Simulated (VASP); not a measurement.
A run of VASP 6.6.1 is set up as follows.

The input INCAR:

```
SYSTEM = Ba4HfZr3O12
  PREC = Accurate
  ENCUT = 520
  EDIFF = 1E-6
  ISMEAR = -1
  SIGMA = 0.05
  LREAL = Auto
  LASPH = .True.
  NELM = 100
  ALGO = Normal
  ISIF = 2
  LWAVE = .False.
  LCHARG = .False.
  GGA = PS
  NBANDS = 184
  ISYM = 0
```

KPOINTS

```
Automatic mesh
0
Gamma
  1 1 1
  0.25 0.25 0.25
```

File POSCAR:

```
Ba4HfZr3O12
1.0
    8.3490343762      0.0000000000      0.0000000000
    0.0000000000      8.3490343762      0.0000000000
    0.0000000000      0.0000000000      8.3490343762
Ba Zr Hf O
8 6 2 24
Direct
    0.9999130000      0.0000420000      0.0001600000
    0.0000040000      0.9997660000      0.5003080000
    0.9999030000      0.5004700000      0.0004960000
    0.0000530000      0.5007540000      0.5000940000
    0.4994140000      0.9998850000      0.0001560000
    0.4994440000      0.0002000000      0.4999680000
    0.4993620000      0.5006880000      0.9999970000
    0.4992420000      0.5004500000      0.5004060000
    0.2498190000      0.2502640000      0.2501870000
    0.2496340000      0.2503860000      0.7502050000
    0.7498410000      0.2504220000      0.2502030000
    0.7496830000      0.2503760000      0.7501840000
    0.7497390000      0.7504050000      0.2501540000
    0.7496290000      0.7503740000      0.7501410000
    0.2497830000      0.7502660000      0.2502440000
    0.2496590000      0.7503820000      0.7502740000
    0.2528910000      0.2537300000      0.0002490000
    0.2468320000      0.2469460000      0.5002370000
    0.2477460000      0.7470070000      0.0001980000
    0.2511820000      0.7534830000      0.5002130000
    0.7468440000      0.2457290000      0.0002150000
    0.7527240000      0.2550140000      0.5002290000
    0.7512100000      0.7550800000      0.0002130000
    0.7477990000      0.7459780000      0.5002030000
    0.9999420000      0.2511220000      0.2471020000
    0.9998390000      0.2500110000      0.7530950000
    0.0006400000      0.7497990000      0.2518310000
    0.0005390000      0.7506580000      0.7483670000
    0.4996640000      0.2496670000      0.2533920000
    0.4995570000      0.2507460000      0.7473040000
    0.4987530000      0.7509120000      0.2484790000
    0.4986490000      0.7499930000      0.7519410000
    0.2491950000      0.9993760000      0.2471060000
    0.2501710000      0.9993660000      0.7535700000
    0.2506450000      0.5012530000      0.2535310000
    0.2493130000      0.5012140000      0.7469300000
    0.7507110000      0.0002260000      0.2548100000
    0.7490900000      0.0002050000      0.7458550000
    0.7494810000      0.5004610000      0.2454920000
    0.7499490000      0.5004710000      0.7547530000
```

Potentials or basis: VASP PAW PBE potentials, release 64 (Ba_sv, Zr_sv, Hf_pv, O).

The run is started by

```bash
$ cat potpaw_PBE.64/Ba_sv/POTCAR potpaw_PBE.64/Zr_sv/POTCAR potpaw_PBE.64/Hf_pv/POTCAR potpaw_PBE.64/O/POTCAR > POTCAR
$ mpirun -np 1 vasp_std > vasp.out
```

Q: What does it give for the band gap on the k mesh?

A: 4.03 eV.

Q: Estimate the pressure.

A: 0.8 GPa.

Q: What does it give for the largest force?

A: 0.171 eV/Å.

Forces in eV/Å, atoms in the order of the input:
```
Ba   0.006 -0.006  0.006
Ba   0.008  0.004 -0.004
Ba   0.010  0.014 -0.009
Ba   0.006  0.003  0.007
Ba  -0.008  0.002 -0.003
Ba  -0.011 -0.010  0.010
Ba  -0.006  0.002  0.008
Ba  -0.002  0.012 -0.007
Zr  -0.003  0.004  0.004
Zr   0.005 -0.007  0.002
Zr  -0.008 -0.006  0.001
Zr  -0.003 -0.002  0.004
Zr  -0.005 -0.004  0.004
Zr  -0.002 -0.003  0.006
Hf  -0.006  0.001 -0.004
Hf  -0.002 -0.010 -0.008
O   -0.005 -0.001 -0.002
O   -0.002 -0.001 -0.001
O    0.005  0.000  0.003
O    0.007  0.001  0.000
O   -0.001  0.001  0.000
O    0.000 -0.005 -0.003
O    0.007 -0.006 -0.004
O    0.001 -0.008 -0.004
O    0.003  0.001 -0.004
O   -0.004 -0.006  0.012
O    0.164 -0.006  0.007
O    0.159  0.006 -0.002
O    0.010 -0.003  0.002
O    0.004  0.004 -0.010
O   -0.155  0.005 -0.006
O   -0.158 -0.006  0.007
O    0.000 -0.164 -0.011
O   -0.005 -0.161  0.004
O   -0.009  0.161  0.005
O    0.004  0.171 -0.006
O   -0.007  0.005  0.002
O    0.006  0.006 -0.012
O   -0.007  0.008 -0.001
O    0.002  0.003  0.005
```

Caveat: the k points lie up to 0.75 Å⁻¹ apart; the PAW data sets were made with another functional, which shifts forces and pressure a little; spin-orbit coupling is left out, which moves the levels of the heavy elements. A k mesh can miss the band edges.
